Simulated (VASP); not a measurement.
**PbS: single point with BLYP+D3(BJ)**

Crystal: PbS.

```
Pb S
1.0
     3.63231    0.00000    0.00000
     0.00000    3.63231    0.00000
     0.00000    0.00000    3.63231
Pb S
1 1
Direct
  0.00000 0.00000 0.00000
  0.50000 0.50000 0.50000
```

```json
{"Program": "VASP 6.6.1", "Task": "single point", "Functional": "BLYP", "Dispersion": "D3(BJ)", "Potentials or basis": "VASP PAW PBE potentials, release 64 (Pb_d, S)", "Cutoff": "520 eV", "k mesh": "7 × 7 × 7", "Occupations": "fermi-dirac, width 0.05 eV", "Spin": "no spin polarisation"}
```

```json
{"Pressure": "0.0 GPa", "Band gap on the k mesh": "0.16 eV, indirect (least direct gap 1.49 eV)", "Dispersion energy per atom": "-0.886 eV"}
```

Levels at points of the mesh, in eV from the valence-band top:
| k point | band 7 | band 8 | band 9 | band 10 | band 11 | band 12 | band 13 | band 14 |
| --- | --- | --- | --- | --- | --- | --- | --- | --- |
| (0.00, 0.00, 0.00) | -6.64 | -1.47 | -1.47 | -1.47 | 5.93 | 5.93 | 6.66 | 6.66 |

Wall time 22 s on 1 thread of Intel(R) Xeon(R) Platinum 8488C (Sapphire Rapids) (shared host), peak memory 0.17 GiB.

Caveat: the PAW data sets were made with another functional, which shifts forces and pressure a little; spin-orbit coupling is left out, which moves the levels of the heavy elements. A k mesh can miss the band edges.
